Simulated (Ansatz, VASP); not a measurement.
## TePb in VASP and in Ansatz

```
Pb Te
1.0
     0.00000    3.71291    3.71291
     3.71291    0.00000    3.71291
     3.71291    3.71291    0.00000
Pb Te
1 1
Direct
  0.00000 0.00000 0.00000
  0.25000 0.25000 0.25000
```

Alike in both runs: task single point; functional r2SCAN; k mesh 6 × 6 × 6; no spin polarisation.

|  | VASP | Ansatz |
| --- | --- | --- |
| version | VASP 6.6.1 | Ansatz 0.2.0 |
| potentials or method | VASP PAW PBE potentials, release 64 (Pb_d, Te) | plane waves, PAW |
| plane-wave cutoff (eV) | 520 | 500 |
| occupations | gaussian, width 0.01 eV | fixed |
| valence electrons in the cell | 20 | 30 |

|  | VASP | Ansatz | Ansatz less VASP |
| --- | --- | --- | --- |
| gap on the k mesh at the Fermi level (eV) | 1.01 | 1.01 | +0.002 |
| pressure (GPa) | -1.4 | -1.4 | +0.01 |

VASP's potentials were made for PBE, not for r2SCAN. VASP's potentials hold 20 valence electrons a cell and Ansatz's 30, so a difference there can come from the potentials and not from the codes.

Spin-orbit coupling is off throughout.
